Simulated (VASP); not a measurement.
# AlN (b) (Cmc2_1) in VASP: further runs

The runs below take AlN (b) through single point, with PBE.

Everything below comes from runs of VASP 6.6.1. Logs are shortened: lines on timing, memory, paths and dates and some standing lists are left out, and cuts for length are marked.

### Step 1. The cell of the first run

The structure is orthorhombic, space group Cmc2_1 (No. 36). The conventional cell has a = 3.092 Å, b = 5.426 Å, c = 5.074 Å, α = 90.00°, β = 90.00°, γ = 90.00°. Within 2.5 Å of Al (site symmetry m) lie 4 N at 1.89 to 1.94 Å. Within 2.5 Å of N (site symmetry m) lie 4 Al at 1.89 to 1.94 Å.

### Step 2. Single point, PBE

INCAR reads:

```
ALGO     = Normal         # electronic algorithm
EDIFF    = 1E-6           # SCF threshold, eV
ENCUT    = 600            # plane-wave cutoff, eV
GGA      = PE             # functional
GGA_COMPAT= False        
ISIF     = 2              # what is computed and relaxed
ISMEAR   = 0              # smearing method
LASPH    = True           # aspherical terms in the spheres
LCHARG   = False          # write CHGCAR
LREAL    = False          # projectors in reciprocal space
LWAVE    = False          # write WAVECAR
NBANDS   = 26             # bands
NELM     = 120            # most SCF steps
PREC     = Accurate       # precision mode
SIGMA    = 0.1            # smearing width, eV
```

KPOINTS reads:

```
k-points
0
Gamma
  6 4 4
```

POSCAR reads:

```
AlN
1.0
    3.0919395494      0.0000000000      0.0000000000
    0.0000000000      5.0742811848      0.0000000000
    0.0000000000      0.0000000000      5.4255645723
Al N
4 4
Direct
    0.0000000000      0.0017696860      0.3333333333
    0.5000000000      0.0017696860      0.8333333333
    0.5000000000      0.5017696860      0.1666666667
    0.0000000000      0.5017696860      0.6666666667
    0.0000000000      0.6202303140      0.3333333333
    0.5000000000      0.6202303140      0.8333333333
    0.5000000000      0.1202303140      0.1666666667
    0.0000000000      0.1202303140      0.6666666667
```

Potentials or basis: VASP PAW PBE potentials, release 64 (Al, N).

Run with:

```
> cat potpaw_PBE.64/Al/POTCAR potpaw_PBE.64/N/POTCAR > POTCAR
> mpirun -np 1 vasp_std > vasp.out
```

OUTCAR:

```text
EDIFF = 1E-6
   ENCUT = 600
   GGA = PE
   ISIF = 2
   ISMEAR = 0
   LASPH = True
   LREAL = False
   NELM = 120
   PREC = Accurate

 ion  position               nearest neighbor table
   1  0.000  0.002  0.333-   7 1.89   7 1.89   8 1.91   5 1.94   3 3.11   3 3.11   3 3.11   3 3.11
                             4 3.12   4 3.12   2 3.12   2 3.12   2 3.12   2 3.12
   2  0.500  0.002  0.833-   8 1.89   8 1.89   7 1.91   6 1.94   4 3.11   4 3.11   4 3.11   4 3.11
                             3 3.12   3 3.12   1 3.12   1 3.12   1 3.12   1 3.12
   3  0.500  0.502  0.167-   5 1.89   5 1.89   6 1.91   7 1.94   1 3.11   1 3.11   1 3.11   1 3.11
                             2 3.12   2 3.12   4 3.12   4 3.12   4 3.12   4 3.12
   4  0.000  0.502  0.667-   6 1.89   6 1.89   5 1.91   8 1.94   2 3.11   2 3.11   2 3.11   2 3.11
                             1 3.12   1 3.12   3 3.12   3 3.12   3 3.12   3 3.12
   5  0.000  0.620  0.333-   3 1.89   3 1.89   4 1.91   1 1.94
   6  0.500  0.620  0.833-   4 1.89   4 1.89   3 1.91   2 1.94
   7  0.500  0.120  0.167-   1 1.89   1 1.89   2 1.91   3 1.94
   8  0.000  0.120  0.667-   2 1.89   2 1.89   1 1.91   4 1.94

  LATTYP: Found a simple orthorhombic cell.
 ALAT       =     3.0919395494
 B/A-ratio  =     1.6411320803
 C/A-ratio  =     1.7547447114

  Lattice vectors:

 A1 = (   3.0919395494,   0.0000000000,   0.0000000000)
 A2 = (   0.0000000000,   5.0742811848,   0.0000000000)
 A3 = (   0.0000000000,   0.0000000000,   5.4255645723)

Analysis of symmetry for initial positions (statically):
=====================================================================
 Subroutine PRICEL returns following result:

  LATTYP: Found a base centered orthorhombic cell.
 ALAT       =     3.0919395494
 B/A-ratio  =     1.7547447114
 C/A-ratio  =     1.6411320803

  Lattice vectors:

 A1 = (   1.5459697747,   0.0000000000,   2.7127822861)
 A2 = (   1.5459697747,   0.0000000000,  -2.7127822861)
 A3 = (   0.0000000000,   5.0742811848,   0.0000000000)

   2 primitive cells build up your supercell.

 Routine SETGRP: Setting up the symmetry group for a
 simple orthorhombic supercell.

 Subroutine GETGRP returns: Found  4 space group operations
 (whereof  2 operations were pure point group operations)
 out of a pool of  8 trial point group operations.

The static configuration has the point symmetry C_1h.
 The point group associated with its full space group is C_2v.

Analysis of symmetry for dynamics (positions and initial velocities):
=====================================================================
 Subroutine PRICEL returns following result:

  LATTYP: Found a base centered orthorhombic cell.
 ALAT       =     3.0919395494
 B/A-ratio  =     1.7547447114
 C/A-ratio  =     1.6411320803

  Lattice vectors:

 A1 = (   1.5459697747,   0.0000000000,   2.7127822861)
 A2 = (   1.5459697747,   0.0000000000,  -2.7127822861)
 A3 = (   0.0000000000,   5.0742811848,   0.0000000000)

   2 primitive cells build up your supercell.

 Routine SETGRP: Setting up the symmetry group for a
 simple orthorhombic supercell.

 Subroutine GETGRP returns: Found  4 space group operations
 (whereof  2 operations were pure point group operations)
 out of a pool of  8 trial point group operations.

The dynamic configuration has the point symmetry C_1h.
 The point group associated with its full space group is C_2v.

 Subroutine INISYM returns: Found  4 space group operations
 (whereof  2 operations are pure point group operations),
 and found     2 'primitive' translations

----------------------------------------------------------------------------------------

                                     Primitive cell

  volume of cell :      42.5618

  direct lattice vectors                    reciprocal lattice vectors
     1.545969775  0.000000000  2.712782286     0.323421588  0.000000000  0.184312616
     1.545969775  0.000000000 -2.712782286     0.323421588  0.000000000 -0.184312616
     0.000000000  5.074281185  0.000000000     0.000000000  0.197072248  0.000000000

  length of vectors
     3.122372540  3.122372540  5.074281185     0.372253495  0.372253495  0.197072248

  position of ions in fractional coordinates (direct lattice)
     0.333333333  0.666666667  0.001769686
     0.666666667  0.333333333  0.501769686
     0.333333333  0.666666667  0.620230314
     0.666666667  0.333333333  0.120230314

  ion indices of the primitive-cell ions
   primitive index   ion index
                 1           1
                 2           4
                 3           5
                 4           8

----------------------------------------------------------------------------------------

 KPOINTS: k-points

Automatic generation of k-mesh.
 Grid dimensions read from file:
 generate k-points for:    6    4    4

 Generating k-lattice:

  Cartesian coordinates                     Fractional coordinates (reciprocal lattice)
     0.053903598  0.000000000  0.000000000     0.166666667  0.000000000  0.000000000
     0.000000000  0.049268062  0.000000000     0.000000000  0.250000000  0.000000000
     0.000000000  0.000000000  0.046078154     0.000000000  0.000000000  0.250000000

  Length of vectors
     0.053903598  0.049268062  0.046078154

  Shift w.r.t. Gamma in fractional coordinates (k-lattice)
     0.000000000  0.000000000  0.000000000

 Subroutine IBZKPT returns following result:
 ===========================================

 Found     36 irreducible k-points:

 Following reciprocal coordinates:
            Coordinates               Weight
  0.000000  0.000000  0.000000      1.000000
  0.166667  0.000000  0.000000      2.000000
  0.333333  0.000000  0.000000      2.000000
  0.500000  0.000000  0.000000      1.000000
  0.000000  0.250000  0.000000      2.000000
  0.166667  0.250000  0.000000      4.000000
[... 16 lines left out ...]
  0.333333  0.500000  0.250000      4.000000
  0.500000  0.500000  0.250000      2.000000
 [... further k-points ...]
   k-points           NKPTS =     36   k-points in BZ     NKDIM =     36   number of bands    NBANDS=     26
   number of dos      NEDOS =    301   number of ions     NIONS =      8
   total plane-waves  NPLWV =  56448
   dimension x,y,z NGX =    28 NGY =   42 NGZ =   48
   dimension x,y,z NGXF=    56 NGYF=   84 NGZF=   96
   ions per type =               4   4
   NGX,Y,Z   is equivalent  to a cutoff of  15.05, 13.76, 14.71 a.u.
   NGXF,Y,Z  is equivalent  to a cutoff of  30.11, 27.52, 29.42 a.u.
 SYSTEM =  unknown system
   PREC   = accura    normal or accurate (medium, high low for compatibility)
   ISTART =      0    job   : 0-new  1-cont  2-samecut
   ICHARG =      2    charge: 1-file 2-atom 10-const
   ISPIN  =      1    spin polarized calculation?
   LNONCOLLINEAR =      F non collinear calculations
   LSORBIT =      F    spin-orbit coupling
   LASPH  =      T    aspherical Exc in radial PAW
   ENCUT  =  600.0 eV  44.10 Ry    6.64 a.u.   6.18 10.13 10.84*2*pi/ulx,y,z
   NELM   =    120;   NELMIN=  2; NELMDL= -5     # of ELM steps
   EDIFF  = 0.1E-05   stopping-criterion for ELM
   LREAL  =      F    real-space projection
   EDIFFG = 0.1E-04   stopping-criterion for IOM
   NSW    =      0    number of steps for IOM
   IBRION =     -1    ionic relax: 0-MD 1-quasi-New 2-CG
   NFREE  =      0    steps in history (QN), initial steepest desc. (CG)
   ISIF   =      2    stress and relaxation
   ISYM   =      2    0-nonsym 1-usesym 2-fastsym
   POTIM  = 0.5000    time-step for ionic-motion
   TEBEG  =    0.0;   TEEND  =   0.0 temperature during run
   PSTRESS=    0.0 pullay stress
   NELECT =      32.0000    total number of electrons
   NUPDOWN=      -1.0000    fix difference up-down
   EMIN   =  10.00;   EMAX   =-10.00  energy-range for DOS
   EFERMI =   0.00;   METHOD = LEGACY
   ISMEAR =     0;   SIGMA  =   0.10  broadening in eV -4-tet -1-fermi 0-gaus
   EFERMI_NEDOS =   21; number of points for ismear=-14 and -15
   IALGO  =     38    algorithm
   IMIX   =      4    mixing-type and parameters
     AMIX     =   0.40;   BMIX     =  1.00
     AMIX_MAG =   1.60;   BMIX_MAG =  1.00
  volume/ion in A,a.u.               =      10.64        71.81
  Fermi-wavevector in a.u.,A,eV,Ry     =   1.181521  2.232750 18.993613  1.395991
  Thomas-Fermi vector in A             =   2.317793
   LORBIT       =      0    0 simple, 1 ext, 2 COOP (PROOUT), +10 PAW based schemes
   GGA     = PE    functional components
   LHFCALC =     F    Hartree Fock is set to
   AEXX    =    0.0000 exact exchange contribution
   IVDW    =     0    specifies the selected vdW correction
   LEPSILON=     F    determine dielectric tensor
   LRPA    =     F    only Hartree local field effects (RPA)
 non-spin polarized calculation
 Gauss-broadening in eV      SIGMA  =   0.10
  energy-cutoff  :      600.00
  volume of cell :       85.12
 maximum number of plane-waves:      2876
 NGX is ok and might be reduce to    28
   NGX = 13   NGY = 21   NGZ = 21

 number of electron      31.9999996 magnetization

 Free energy of the ion-electron system (eV)
  ---------------------------------------------------
  ext. energy  EPLUGINS =         0.00000000
  ---------------------------------------------------
  free energy    TOTEN  =       -59.53895288 eV

  energy without entropy =      -59.53895288  energy(sigma->0) =      -59.53895288

 E-fermi :   6.3886     XC(G=0): -10.8294

 val. band max:        5.9126325161   @ k =   0.0000   0.0000   0.0000
 cond. band min:       9.9917863097   @ k =   0.0000   0.0000   0.0000
 fundamental gap:      4.0791537936
 Fermi energy:         6.3885668499

 k-point     1 :       0.0000    0.0000    0.0000
  band No.  band energies     occupation
      1      -9.1022      2.00000
      2      -7.2014      2.00000
      3      -7.0892      2.00000
      4      -6.5243      2.00000
      5       0.0162      2.00000
      6       0.5355      2.00000
[... 18 lines left out ...]
     25      17.0486      0.00000
     26      17.2762      0.00000
[... 644 lines left out ...]
      4      -6.8155      2.00000
      5       0.7338      2.00000
      6       0.7338      2.00000
[... 18 lines left out ...]
     25      16.8865      0.00000
     26      16.8865      0.00000

 [... further k-points ...]

------------------------ aborting loop because EDIFF is reached ----------------------------------------

  FORCE on cell =-STRESS in cart. coord.  units (eV):
  Direction    XX          YY          ZZ          XY          YZ          ZX
  --------------------------------------------------------------------------------------
  -------------------------------------------------------------------------------------
  Total        2.3214404     -2.3183755     -0.1098900      0.0000000      0.0000000      0.0000000
  in kB       43.6935835    -43.6358958     -2.0683228      0.0000000      0.0000000      0.0000000
  external PRESSURE =      -0.6702117 kB  Pullay stress =       0.0000000 kB

 VOLUME and BASIS-vectors are now :
 -----------------------------------------------------------------------------
  energy-cutoff  :      600.00
  volume of cell :       85.12
      direct lattice vectors                 reciprocal lattice vectors
     3.091939549  0.000000000  0.000000000     0.323421588  0.000000000  0.000000000
     0.000000000  5.074281185  0.000000000     0.000000000  0.197072248  0.000000000
     0.000000000  0.000000000  5.425564572     0.000000000  0.000000000  0.184312616

 POSITION                                       TOTAL-FORCE (eV/Angst)
 -----------------------------------------------------------------------------------
      0.00000      0.00898      1.80852        -0.000000     -0.171730      0.109117
      1.54597      0.00898      4.52130        -0.000000     -0.171730      0.109117
      1.54597      2.54612      0.90426        -0.000000     -0.171730     -0.109117
      0.00000      2.54612      3.61704        -0.000000     -0.171730     -0.109117
      0.00000      3.14722      1.80852        -0.000000      0.171730      0.129352
      1.54597      3.14722      4.52130         0.000000      0.171730      0.129352
      1.54597      0.61008      0.90426         0.000000      0.171730     -0.129352
      0.00000      0.61008      3.61704        -0.000000      0.171730     -0.129352
 -----------------------------------------------------------------------------------
    total drift:                                0.000000     -0.001780     -0.000001

  FREE ENERGIE OF THE ION-ELECTRON SYSTEM (eV)
  ---------------------------------------------------
  free  energy   TOTEN  =       -59.5389528822 eV

  energy  without entropy=      -59.5389528822  energy(sigma->0) =      -59.53895288
```

Run time: 80 s. Hardware: 1 thread of Intel Xeon 6975P-C, shared host; peak memory 0.25 GiB.

Results:

| Property | Result |
| --- | --- |
| Free energy | -59.5390 eV |
| Pressure | -0.1 GPa |
| Largest force | 0.215 eV/Å |
| Band gap on the k mesh | 4.08 eV |

Forces on the atoms (eV/Å):
```
Al   0.000 -0.172  0.109
Al   0.000 -0.172  0.109
Al   0.000 -0.172 -0.109
Al   0.000 -0.172 -0.109
N    0.000  0.172  0.129
N    0.000  0.172  0.129
N    0.000  0.172 -0.129
N    0.000  0.172 -0.129
```

### Step 3. Single point, PBE

INCAR reads:

```
SYSTEM = AlN
  PREC = Accurate
  ENCUT = 600
  EDIFF = 1E-6
  ISMEAR = 0
  SIGMA = 0.02
  LREAL = .FALSE.
  LASPH = .TRUE.
  NELM = 120
  ALGO = Normal
  ISIF = 2
  LWAVE = .FALSE.
  LCHARG = .FALSE.
  GGA = PE
  NBANDS = 26
  GGA_COMPAT = .FALSE.
```

KPOINTS reads:

```
regular mesh
0
G
  8 6 4
  0 0 0
```

POSCAR is that of step 2.

Potentials or basis: VASP PAW PBE potentials, release 64 (Al, N).

Run with:

```
> cat potpaw_PBE.64/Al/POTCAR potpaw_PBE.64/N/POTCAR > POTCAR
> mpirun -np 1 vasp_std > vasp.out
```

OUTCAR:

```text
SYSTEM = AlN
   PREC = Accurate
   ENCUT = 600
   EDIFF = 1E-6
   ISMEAR = 0
   LREAL = .FALSE.
   LASPH = .TRUE.
   NELM = 120
   ISIF = 2
   GGA = PE

 ion  position               nearest neighbor table
   1  0.000  0.002  0.333-   7 1.89   7 1.89   8 1.91   5 1.94   3 3.11   3 3.11   3 3.11   3 3.11
                             4 3.12   4 3.12   2 3.12   2 3.12   2 3.12   2 3.12
   2  0.500  0.002  0.833-   8 1.89   8 1.89   7 1.91   6 1.94   4 3.11   4 3.11   4 3.11   4 3.11
                             3 3.12   3 3.12   1 3.12   1 3.12   1 3.12   1 3.12
   3  0.500  0.502  0.167-   5 1.89   5 1.89   6 1.91   7 1.94   1 3.11   1 3.11   1 3.11   1 3.11
                             2 3.12   2 3.12   4 3.12   4 3.12   4 3.12   4 3.12
   4  0.000  0.502  0.667-   6 1.89   6 1.89   5 1.91   8 1.94   2 3.11   2 3.11   2 3.11   2 3.11
                             1 3.12   1 3.12   3 3.12   3 3.12   3 3.12   3 3.12
   5  0.000  0.620  0.333-   3 1.89   3 1.89   4 1.91   1 1.94
   6  0.500  0.620  0.833-   4 1.89   4 1.89   3 1.91   2 1.94
   7  0.500  0.120  0.167-   1 1.89   1 1.89   2 1.91   3 1.94
   8  0.000  0.120  0.667-   2 1.89   2 1.89   1 1.91   4 1.94

  LATTYP: Found a simple orthorhombic cell.
[... 224 lines left out ...]
      1      -9.1024      2.00000
      2      -7.2017      2.00000
      3      -7.0895      2.00000
      4      -6.5246      2.00000
      5       0.0160      2.00000
      6       0.5354      2.00000
[... 685 lines left out ...]
     25      16.5219      0.00000
     26      16.8827      0.00000

 [... further k-points ...]

------------------------ aborting loop because EDIFF is reached ----------------------------------------

  FORCE on cell =-STRESS in cart. coord.  units (eV):
  Direction    XX          YY          ZZ          XY          YZ          ZX
  --------------------------------------------------------------------------------------
  -------------------------------------------------------------------------------------
  Total        2.3156314     -2.3130464     -0.1054271      0.0000000      0.0000000      0.0000000
  in kB       43.5842484    -43.5355930     -1.9843229      0.0000000      0.0000000      0.0000000
  external PRESSURE =      -0.6452225 kB  Pullay stress =       0.0000000 kB

 VOLUME and BASIS-vectors are now :
 -----------------------------------------------------------------------------
  energy-cutoff  :      600.00
  volume of cell :       85.12
      direct lattice vectors                 reciprocal lattice vectors
     3.091939549  0.000000000  0.000000000     0.323421588  0.000000000  0.000000000
     0.000000000  5.074281185  0.000000000     0.000000000  0.197072248  0.000000000
     0.000000000  0.000000000  5.425564572     0.000000000  0.000000000  0.184312616

 POSITION                                       TOTAL-FORCE (eV/Angst)
 -----------------------------------------------------------------------------------
      0.00000      0.00898      1.80852         0.000000     -0.172068      0.109715
      1.54597      0.00898      4.52130         0.000000     -0.172068      0.109715
      1.54597      2.54612      0.90426         0.000000     -0.172068     -0.109715
      0.00000      2.54612      3.61704         0.000000     -0.172068     -0.109715
      0.00000      3.14722      1.80852         0.000000      0.172068      0.130144
      1.54597      3.14722      4.52130         0.000000      0.172068      0.130144
      1.54597      0.61008      0.90426         0.000000      0.172068     -0.130144
      0.00000      0.61008      3.61704         0.000000      0.172068     -0.130144
 -----------------------------------------------------------------------------------
    total drift:                               -0.000000     -0.001771     -0.000001

  FREE ENERGIE OF THE ION-ELECTRON SYSTEM (eV)
  ---------------------------------------------------
  free  energy   TOTEN  =       -59.5400277060 eV

  energy  without entropy=      -59.5400277060  energy(sigma->0) =      -59.54002771
```

Wall time 2.2 min (1 thread of Intel Xeon 6975P-C, shared host); peak memory 0.3 GiB.

Results:

| Quantity | Value |
| --- | --- |
| Free energy | -59.5400 eV |
| Pressure | -0.1 GPa |
| Largest force | 0.216 eV/Å |
| Band gap on the k mesh | 4.08 eV |

Forces on the atoms (eV/Å):
```
Al   0.000 -0.172  0.110
Al   0.000 -0.172  0.110
Al   0.000 -0.172 -0.110
Al   0.000 -0.172 -0.110
N    0.000  0.172  0.130
N    0.000  0.172  0.130
N    0.000  0.172 -0.130
N    0.000  0.172 -0.130
```

[end of part 1 of 2]
